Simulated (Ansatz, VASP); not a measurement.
**ZnO in VASP and in Ansatz**

```
Zn O
1.0
     3.18734    0.00000    0.00000
    -1.59367    2.76031    0.00000
     0.00000    0.00000    5.15283
Zn O
2 2
Direct
  0.33333 0.66667 0.98355
  0.66667 0.33333 0.48355
  0.33333 0.66667 0.39845
  0.66667 0.33333 0.89845
```

Change from the starting cell: polar distortion scaled by 0.70.

Alike in both runs: task single point; functional LDA; k mesh 9 × 9 × 6; no spin polarisation.

|  | VASP | Ansatz |
| --- | --- | --- |
| version | VASP 6.6.1 | Ansatz 0.2.0 |
| potentials or method | VASP PAW LDA potentials, release 64 (Zn, O), cutoff 520 eV | scalar-relativistic, plane waves, PAW |
| occupations | gaussian, width 0.01 eV | fixed |
| valence electrons in the cell | 36 | 36 |

Ansatz gave:

```
gap on the k mesh at the Fermi level (eV)                     : 0.83
least direct gap on the mesh (eV)                             : 0.83
pressure (GPa)                                                : 2.3
traceless stress, the component that is largest in VASP (GPa) : -8.68
rms of the force components (eV/Å)                            : 0.402
```

**Question.** Which values does VASP return?

**Answer.** gap on the k mesh at the Fermi level (eV): 0.85; least direct gap on the mesh (eV): 0.85; pressure (GPa): 3.6; traceless stress, the component that is largest in VASP (GPa): -9.43; rms of the force components (eV/Å): 0.425.

Ansatz warns that its potentials were made for another functional, while VASP's fit it. LDA's correlation is that of Perdew and Zunger in VASP and of Perdew and Wang (1992) in Ansatz. Atom by atom the forces differ by 0.023 eV/Å (rms over components).
